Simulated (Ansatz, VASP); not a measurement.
## Two plane-wave programs on Zr

```
Zr
1.0
     3.14397    0.00000    0.00000
    -1.57198    2.72275    0.00000
     0.00000    0.00000    5.08946
Zr
2
Direct
  0.33333 0.66667 0.25000
  0.66667 0.33333 0.75000
```

Alike in both runs: task single point; functional LDA; k mesh 4 × 4 × 2; occupations fermi-dirac, width 0.1 eV; no spin polarisation.

```csv
,VASP,Ansatz
version,VASP 6.6.1,Ansatz 0.2.0
potentials or method,"VASP PAW LDA potentials, release 64 (Zr_sv), cutoff 520 eV","plane waves (420 eV) with PAW, scalar-relativistic"
valence electrons in the cell,24,24
```

|  | VASP | Ansatz | Ansatz less VASP |
| --- | --- | --- | --- |
| pressure (GPa) | 0.3 | 0.2 | -0.09 |
| traceless stress, the component that is largest in VASP (GPa) | -1.33 | -1.37 | -0.044 |

Ansatz warns that its potentials were made for another functional, while VASP's fit it. LDA's correlation is that of Perdew and Zunger in VASP and of Perdew and Wang (1992) in Ansatz.

The k mesh is coarse, so the values compare programs but aren't converged.
